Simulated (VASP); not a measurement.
Pb:

```
CELL_PARAMETERS angstrom
-1.97966 1.97966 1.97966
1.97966 -1.97966 1.97966
1.97966 1.97966 -1.97966
ATOMIC_POSITIONS crystal
Pb 0.00000 0.00000 0.00000
```

This isn't the form of Pb at room conditions, which is fcc.

Base run:

```yaml
Program: VASP 6.6.1
Functional: PBEsol
Potentials_or_basis: VASP PAW PBE potentials, release 64 (Pb_d)
Cutoff: 400 eV
k_mesh: 18 × 18 × 18
Occupations: fermi-dirac, width 0.08 eV
Spin: no spin polarisation
```

Its results: band gap on the k mesh zero (bands 7 and 8 overlap by 9.45 eV); pressure -1.6 GPa.

After a change of settings the same cell gave: band gap on the k mesh zero (bands 7 and 8 overlap by 8.44 eV); pressure -2.8 GPa. Which change was it?
A. k mesh from 18 × 18 × 18 to 10 × 10 × 10
B. k mesh from 18 × 18 × 18 to 4 × 4 × 4
C. k mesh from 18 × 18 × 18 to 6 × 6 × 6

B.

Caveats: some runs use coarse meshes; the PAW data sets were made with another functional, which shifts forces and pressure a little; spin-orbit coupling is left out, which moves the levels of the heavy elements.
